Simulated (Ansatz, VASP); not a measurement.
One calculation of GaAs, two programs

```xyz
2
Lattice="0.0000 2.7351 2.9152 2.7351 0.0000 2.9152 2.7351 2.7351 0.0000" Properties=species:S:1:pos:R:3 pbc="T T T"
Ga    0.0000    0.0000    0.0000
As    1.3675    1.3675    1.4576
```

Change from the starting cell: epitaxial_xy strain -3.5%.

Alike in both runs: task single point; functional r2SCAN; k mesh 8 × 8 × 8; no spin polarisation.

```csv
,VASP,Ansatz
version,VASP 6.6.1,Ansatz 0.2.0
potentials or method,"VASP PAW PBE potentials, release 64 (Ga_d, As)","plane waves, PAW"
plane-wave cutoff (eV),520,500
occupations,"gaussian, width 0.01 eV",fixed
valence electrons in the cell,18,28
```

VASP gave:

```
gap on the k mesh at the Fermi level (eV)                     : 1.10
pressure (GPa)                                                : 3.4
traceless stress, the component that is largest in VASP (GPa) : -3.26
```

Question: What did Ansatz give for the same quantities?

Answer: gap on the k mesh at the Fermi level (eV): 1.12; pressure (GPa): 3.3; traceless stress, the component that is largest in VASP (GPa): -3.27.

VASP's potentials were made for PBE, not for r2SCAN. VASP's potentials hold 18 valence electrons a cell and Ansatz's 28, so a difference there can come from the potentials and not from the codes.
